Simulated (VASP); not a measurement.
# Si2Ni (Fm-3m) in VASP: a series of runs

The runs below take Si2Ni through single point, with revPBE.

All numbers are computed with VASP 6.6.1; they aren't measurements. Logs are shortened: lines on timing, memory, paths and dates and some standing lists are left out, and cuts for length are marked.

## (1) The cell of the first run

Symmetry: Fm-3m, No. 225, cubic system. Conventional cell: a = 5.395 Å, b = 5.395 Å, c = 5.395 Å, α = 90.00°, β = 90.00°, γ = 90.00°. Within 3.1 Å of Si (site symmetry -43m) lie 4 Ni at 2.34 Å and 6 Si at 2.70 Å. Within 3.1 Å of Ni (site symmetry m-3m) lie 8 Si at 2.34 Å.

## (2) Single point, revPBE, collinear spin

INCAR

```
SYSTEM = Si2Ni
PREC     = Accurate       ! precision mode
ENCUT    = 520            ! plane-wave cutoff, eV
EDIFF    = 1E-6           ! SCF threshold, eV
ISMEAR   = 0              ! smearing method
SIGMA    = 0.05           ! smearing width, eV
LREAL    = .False.        ! projectors in reciprocal space
LASPH    = .True.         ! aspherical terms in the spheres
NELM     = 150            ! most SCF steps
ALGO     = Normal         ! electronic algorithm
ISIF     = 2              ! what is computed and relaxed
LWAVE    = .False.        ! write WAVECAR
LCHARG   = .False.        ! write CHGCAR
ISPIN    = 2              ! spin polarisation
MAGMOM   = 0 0 0.05       ! initial moments
LORBIT   = 11             ! projections on sites
LMAXMIX  = 4              ! l up to which the mixer works
GGA      = RE             ! functional
NBANDS   = 20             ! bands
```

KPOINTS

```
Automatic mesh
0
Gamma
  8 8 8
  0 0 0
```

POSCAR

```
Si2Ni
1.0
    0.0000000000      2.6975011173      2.6975011173
    2.6975011173      0.0000000000      2.6975011173
    2.6975011173      2.6975011173      0.0000000000
Si Ni
2 1
Direct
    0.2500000000      0.2500000000      0.2500000000
    0.7500000000      0.7500000000      0.7500000000
    0.0000000000      0.0000000000      0.0000000000
```

Potentials or basis: VASP PAW PBE potentials, release 64 (Si, Ni).

Command:

```console
cat potpaw_PBE.64/Si/POTCAR potpaw_PBE.64/Ni/POTCAR > POTCAR
mpirun -np 1 vasp_std > vasp.out
```

OUTCAR:

```text
SYSTEM = Si2Ni
   PREC = Accurate
   ENCUT = 520
   EDIFF = 1E-6
   ISMEAR = 0
   LREAL = .False.
   LASPH = .True.
   NELM = 150
   ISIF = 2
   ISPIN = 2
   LORBIT = 11
   GGA = RE

 ion  position               nearest neighbor table
   1  0.250  0.250  0.250-   3 2.34   3 2.34   3 2.34   3 2.34   2 2.70   2 2.70   2 2.70   2 2.70
                             2 2.70   2 2.70
   2  0.750  0.750  0.750-   3 2.34   3 2.34   3 2.34   3 2.34   1 2.70   1 2.70   1 2.70   1 2.70
                             1 2.70   1 2.70
   3  0.000  0.000  0.000-   2 2.34   2 2.34   2 2.34   1 2.34   2 2.34   1 2.34   1 2.34   1 2.34

  LATTYP: Found a face centered cubic cell.
 ALAT       =     5.3950022346

  Lattice vectors:

 A1 = (   0.0000000000,   2.6975011173,   2.6975011173)
 A2 = (   2.6975011173,   0.0000000000,   2.6975011173)
 A3 = (   2.6975011173,   2.6975011173,   0.0000000000)

Analysis of symmetry for initial positions (statically):
=====================================================================
 Subroutine PRICEL returns:
 Original cell was already a primitive cell.

 Routine SETGRP: Setting up the symmetry group for a
 face centered cubic supercell.

 Subroutine GETGRP returns: Found 48 space group operations
 (whereof 48 operations were pure point group operations)
 out of a pool of 48 trial point group operations.

The static configuration has the point symmetry O_h .

Analysis of symmetry for dynamics (positions and initial velocities):
=====================================================================
 Subroutine PRICEL returns:
 Original cell was already a primitive cell.

 Routine SETGRP: Setting up the symmetry group for a
 face centered cubic supercell.

 Subroutine GETGRP returns: Found 48 space group operations
 (whereof 48 operations were pure point group operations)
 out of a pool of 48 trial point group operations.

The dynamic configuration has the point symmetry O_h .

Analysis of structural, dynamic, and magnetic symmetry:
=====================================================================
 Subroutine PRICEL returns:
 Original cell was already a primitive cell.

 Routine SETGRP: Setting up the symmetry group for a
 face centered cubic supercell.

 Subroutine GETGRP returns: Found 48 space group operations
 (whereof 48 operations were pure point group operations)
 out of a pool of 48 trial point group operations.

The overall configuration has the point symmetry O_h .

 Subroutine INISYM returns: Found 48 space group operations
 (whereof 48 operations are pure point group operations),
 and found     1 'primitive' translations

----------------------------------------------------------------------------------------

                                     Primitive cell

  volume of cell :      39.2568

  direct lattice vectors                    reciprocal lattice vectors
     0.000000000  2.697501117  2.697501117    -0.185356735  0.185356735  0.185356735
     2.697501117  0.000000000  2.697501117     0.185356735 -0.185356735  0.185356735
     2.697501117  2.697501117  0.000000000     0.185356735  0.185356735 -0.185356735

  length of vectors
     3.814842665  3.814842665  3.814842665     0.321047283  0.321047283  0.321047283

  position of ions in fractional coordinates (direct lattice)
     0.250000000  0.250000000  0.250000000
     0.750000000  0.750000000  0.750000000
     0.000000000  0.000000000  0.000000000

  ion indices of the primitive-cell ions
   primitive index   ion index
                 1           1
                 2           2
                 3           3

----------------------------------------------------------------------------------------

 KPOINTS: Automatic mesh

Automatic generation of k-mesh.
 Grid dimensions read from file:
 generate k-points for:    8    8    8

 Generating k-lattice:

  Cartesian coordinates                     Fractional coordinates (reciprocal lattice)
    -0.023169592  0.023169592  0.023169592     0.125000000  0.000000000  0.000000000
     0.023169592 -0.023169592  0.023169592     0.000000000  0.125000000  0.000000000
     0.023169592  0.023169592 -0.023169592     0.000000000  0.000000000  0.125000000

  Length of vectors
     0.040130910  0.040130910  0.040130910

  Shift w.r.t. Gamma in fractional coordinates (k-lattice)
     0.000000000  0.000000000  0.000000000

 Subroutine IBZKPT returns following result:
 ===========================================

 Found     29 irreducible k-points:

 Following reciprocal coordinates:
            Coordinates               Weight
  0.000000  0.000000  0.000000      1.000000
  0.125000  0.000000  0.000000      8.000000
  0.250000  0.000000  0.000000      8.000000
  0.375000  0.000000  0.000000      8.000000
  0.500000  0.000000  0.000000      4.000000
  0.125000  0.125000  0.000000      6.000000
[... 16 lines left out ...]
  0.500000  0.250000  0.125000     48.000000
 -0.375000  0.250000  0.125000     24.000000
 [... further k-points ...]
   k-points           NKPTS =     29   k-points in BZ     NKDIM =     29   number of bands    NBANDS=     20
   number of dos      NEDOS =    301   number of ions     NIONS =      3
   total plane-waves  NPLWV =  21952
   dimension x,y,z NGX =    28 NGY =   28 NGZ =   28
   dimension x,y,z NGXF=    56 NGYF=   56 NGZF=   56
   ions per type =               2   1
   NGX,Y,Z   is equivalent  to a cutoff of  12.20, 12.20, 12.20 a.u.
   NGXF,Y,Z  is equivalent  to a cutoff of  24.40, 24.40, 24.40 a.u.
 SYSTEM =  Si2Ni
   PREC   = accura    normal or accurate (medium, high low for compatibility)
   ISTART =      0    job   : 0-new  1-cont  2-samecut
   ICHARG =      2    charge: 1-file 2-atom 10-const
   ISPIN  =      2    spin polarized calculation?
   LNONCOLLINEAR =      F non collinear calculations
   LSORBIT =      F    spin-orbit coupling
   LASPH  =      T    aspherical Exc in radial PAW
   ENCUT  =  520.0 eV  38.22 Ry    6.18 a.u.   7.09  7.09  7.09*2*pi/ulx,y,z
   NELM   =    150;   NELMIN=  2; NELMDL= -5     # of ELM steps
   EDIFF  = 0.1E-05   stopping-criterion for ELM
   LREAL  =      F    real-space projection
   EDIFFG = 0.1E-04   stopping-criterion for IOM
   NSW    =      0    number of steps for IOM
   IBRION =     -1    ionic relax: 0-MD 1-quasi-New 2-CG
   NFREE  =      0    steps in history (QN), initial steepest desc. (CG)
   ISIF   =      2    stress and relaxation
   ISYM   =      2    0-nonsym 1-usesym 2-fastsym
   POTIM  = 0.5000    time-step for ionic-motion
   TEBEG  =    0.0;   TEEND  =   0.0 temperature during run
   PSTRESS=    0.0 pullay stress
   NELECT =      18.0000    total number of electrons
   NUPDOWN=      -1.0000    fix difference up-down
   EMIN   =  10.00;   EMAX   =-10.00  energy-range for DOS
   EFERMI =   0.00;   METHOD = LEGACY
   ISMEAR =     0;   SIGMA  =   0.05  broadening in eV -4-tet -1-fermi 0-gaus
   EFERMI_NEDOS =   21; number of points for ismear=-14 and -15
   IALGO  =     38    algorithm
   IMIX   =      4    mixing-type and parameters
     AMIX     =   0.40;   BMIX     =  1.00
     AMIX_MAG =   1.60;   BMIX_MAG =  1.00
  volume/ion in A,a.u.               =      13.09        88.31
  Fermi-wavevector in a.u.,A,eV,Ry     =   1.262391  2.385574 21.682681  1.593632
  Thomas-Fermi vector in A             =   2.395802
   LORBIT       =     11    0 simple, 1 ext, 2 COOP (PROOUT), +10 PAW based schemes
   GGA     = RE    functional components
   LHFCALC =     F    Hartree Fock is set to
   AEXX    =    0.0000 exact exchange contribution
   IVDW    =     0    specifies the selected vdW correction
   LEPSILON=     F    determine dielectric tensor
   LRPA    =     F    only Hartree local field effects (RPA)
 spin polarized calculation
 Gauss-broadening in eV      SIGMA  =   0.05
  energy-cutoff  :      520.00
  volume of cell :       39.26
 maximum number of plane-waves:      1067
   NGX = 15   NGY = 15   NGZ = 15

 number of electron      17.9999996 magnetization      -0.0000248

 number of electron      17.9999996 magnetization       0.0000076

 Free energy of the ion-electron system (eV)
  ---------------------------------------------------
  ext. energy  EPLUGINS =         0.00000000
  ---------------------------------------------------
  free energy    TOTEN  =       -16.43120769 eV

  energy without entropy =      -16.42913052  energy(sigma->0) =      -16.43016911

 E-fermi :  10.4945     XC(G=0): -11.5770

 val. band max:       10.4640905235   @ k =   0.2500   0.0000   0.0000
 cond. band min:      10.5763049190   @ k =   0.3750   0.2500   0.0000
 fundamental gap:      0.1122143956
 Fermi energy:        10.4944949876

 spin component 1

 k-point     1 :       0.0000    0.0000    0.0000
  band No.  band energies     occupation
      1      -3.2945      1.00000
      2       5.3571      1.00000
      3       5.3571      1.00000
      4       5.3571      1.00000
      5       7.0426      1.00000
      6       7.0426      1.00000
[... 12 lines left out ...]
     19      19.8797      0.00000
[... 513 lines left out ...]
      4       5.3731      1.00000
      5       6.2960      1.00000
      6       7.0252      1.00000
[... 12 lines left out ...]
     19      24.7187      0.00000
     20      25.2980      0.00000

 [... further k-points ...]

 spin component 2

 k-point     1 :       0.0000    0.0000    0.0000
  band No.  band energies     occupation
      1      -3.2945      1.00000
      2       5.3571      1.00000
      3       5.3571      1.00000
      4       5.3571      1.00000
      5       7.0425      1.00000
      6       7.0425      1.00000
[... 12 lines left out ...]
     19      19.8797      0.00000
[... 513 lines left out ...]
      4       5.3731      1.00000
      5       6.2960      1.00000
      6       7.0252      1.00000
[... 12 lines left out ...]
     19      24.7187      0.00000
     20      25.2980      0.00000

 [... further k-points ...]

------------------------ aborting loop because EDIFF is reached ----------------------------------------

  FORCE on cell =-STRESS in cart. coord.  units (eV):
  Direction    XX          YY          ZZ          XY          YZ          ZX
  --------------------------------------------------------------------------------------
  -------------------------------------------------------------------------------------
  Total        1.3683406      1.3683406      1.3683406      0.0000000      0.0000000     -0.0000000
  in kB       55.8457195     55.8457195     55.8457195      0.0000000      0.0000000     -0.0000000
  external PRESSURE =      55.8457195 kB  Pullay stress =       0.0000000 kB

 VOLUME and BASIS-vectors are now :
 -----------------------------------------------------------------------------
  energy-cutoff  :      520.00
  volume of cell :       39.26
      direct lattice vectors                 reciprocal lattice vectors
     0.000000000  2.697501117  2.697501117    -0.185356735  0.185356735  0.185356735
     2.697501117  0.000000000  2.697501117     0.185356735 -0.185356735  0.185356735
     2.697501117  2.697501117  0.000000000     0.185356735  0.185356735 -0.185356735

 POSITION                                       TOTAL-FORCE (eV/Angst)
 -----------------------------------------------------------------------------------
      1.34875      1.34875      1.34875        -0.000000     -0.000000     -0.000000
      4.04625      4.04625      4.04625         0.000000      0.000000      0.000000
      0.00000      0.00000      0.00000         0.000000      0.000000      0.000000
 -----------------------------------------------------------------------------------
    total drift:                               -0.000000     -0.000000      0.000000

  FREE ENERGIE OF THE ION-ELECTRON SYSTEM (eV)
  ---------------------------------------------------
  free  energy   TOTEN  =       -16.4312076911 eV

  energy  without entropy=      -16.4291305191  energy(sigma->0) =      -16.43016911

 total charge

# of ion       s       p       d       tot
------------------------------------------
    1        0.735   0.853   0.000   1.588
    2        0.735   0.853   0.000   1.588
    3        0.561   0.818   8.438   9.817
--------------------------------------------------
tot          2.031   2.523   8.438  12.992

 magnetization (x)

# of ion       s       p       d       tot
------------------------------------------
    1        0.000  -0.000   0.000  -0.000
    2        0.000  -0.000   0.000  -0.000
    3       -0.000  -0.000  -0.000  -0.000
--------------------------------------------------
tot          0.000  -0.000  -0.000  -0.000
```

Run time: 75 s. Hardware: 1 thread of Intel Xeon 8259CL, shared host; peak memory 0.19 GiB.

Results:

```
Free energy                                           : -16.4312 eV
Pressure                                              : 5.6 GPa
Band gap on the k mesh                                : zero (filled and empty bands overlap)
Net moment                                            : 0.00 μB per cell
Valence electrons inside the program's atomic spheres : Si 1.59; Ni 9.82
```

Levels at points of the mesh, in eV from the Fermi level:
Spin up:
| k point | band 5 | band 6 | band 7 | band 8 | band 9 | band 10 | band 11 | band 12 | band 13 | band 14 |
| --- | --- | --- | --- | --- | --- | --- | --- | --- | --- | --- |
| (0.00, 0.00, 0.00) | -3.45 | -3.45 | -0.06 | 1.81 | 1.81 | 1.81 | 2.38 | 2.38 | 2.38 | 4.87 |
| (0.50, 0.00, 0.00) | -3.64 | -3.26 | -3.26 | -1.35 | -1.35 | 1.91 | 1.91 | 1.96 | 2.79 | 9.32 |
| (0.50, 0.50, 0.00) | -4.45 | -3.53 | -3.53 | -3.36 | -3.04 | -0.30 | 1.51 | 7.79 | 8.51 | 8.51 |
Spin down:
```tsv
k point	band 7	band 8	band 9	band 10	band 11	band 12
(0.00, 0.00, 0.00)	-0.06	1.81	1.81	1.81	2.38	2.38
(0.50, 0.00, 0.00)	-3.26	-1.35	-1.35	1.91	1.91	1.96
(0.50, 0.50, 0.00)	-3.53	-3.36	-3.04	-0.30	1.51	7.79
```

Caveat: the cell stands under pressure; the PAW data sets were made with another functional, which shifts forces and pressure a little.

## (3) Single point, revPBE, collinear spin (13.08 Å³/atom)

INCAR

```
PREC = Accurate ; ENCUT = 520
EDIFF = 1E-6 ; ISMEAR = 0
SIGMA = 0.05 ; LREAL = F
LASPH = T ; NELM = 150
ALGO = Normal ; ISIF = 2
LWAVE = F ; LCHARG = F
ISPIN = 2 ; MAGMOM = 0 0 0.05
LORBIT = 11 ; LMAXMIX = 4
GGA = RE ; NBANDS = 20
```

KPOINTS

```
Automatic mesh
0
Gamma
  8 8 8
```

POSCAR

```
Si2Ni
1.0
    0.0000000000      2.6970642344      2.6970642344
    2.6970642344      0.0000000000      2.6970642344
    2.6970642344      2.6970642344      0.0000000000
Si Ni
2 1
Direct
    0.2500000000      0.2500000000      0.2500000000
    0.7500000000      0.7500000000      0.7500000000
    0.0000000000      0.0000000000      0.0000000000
```

Potentials or basis: VASP PAW PBE potentials, release 64 (Si, Ni).

Command:

```console
cat potpaw_PBE.64/Si/POTCAR potpaw_PBE.64/Ni/POTCAR > POTCAR
mpirun -np 1 vasp_std > vasp.out
```

Wall time 61 s (1 thread of Intel Xeon 8259CL, shared host); peak memory 0.19 GiB.

The run converged. Its results:

```yaml
Free_energy: -16.4305 eV
Pressure: 5.7 GPa
Band_gap_on_the_k_mesh: zero (filled and empty bands overlap)
Net_moment: 0.00 μB per cell
Valence_electrons_inside_the_program's_atomic_spheres: Si 1.59; Ni 9.82
```

Levels at points of the mesh, in eV from the Fermi level:
Spin up:
```tsv
k point	band 6	band 7	band 8	band 9	band 10	band 11	band 12	band 13
(0.00, 0.00, 0.00)	-3.45	-0.06	1.81	1.81	1.81	2.37	2.37	2.37
(0.50, 0.00, 0.00)	-3.26	-3.26	-1.35	-1.35	1.91	1.91	1.96	2.80
(0.50, 0.50, 0.00)	-3.54	-3.54	-3.37	-3.05	-0.30	1.51	7.79	8.52
```
Spin down:
```
           k point  band 6  band 7  band 8  band 9  band 10  band 11  band 12  band 13
(0.00, 0.00, 0.00)   -3.45   -0.06    1.81    1.81     1.81     2.37     2.37     2.37
(0.50, 0.00, 0.00)   -3.27   -3.27   -1.35   -1.35     1.91     1.91     1.96     2.80
(0.50, 0.50, 0.00)   -3.54   -3.54   -3.37   -3.05    -0.30     1.51     7.79     8.52
```

Caveat: the cell stands under pressure; the PAW data sets were made with another functional, which shifts forces and pressure a little.
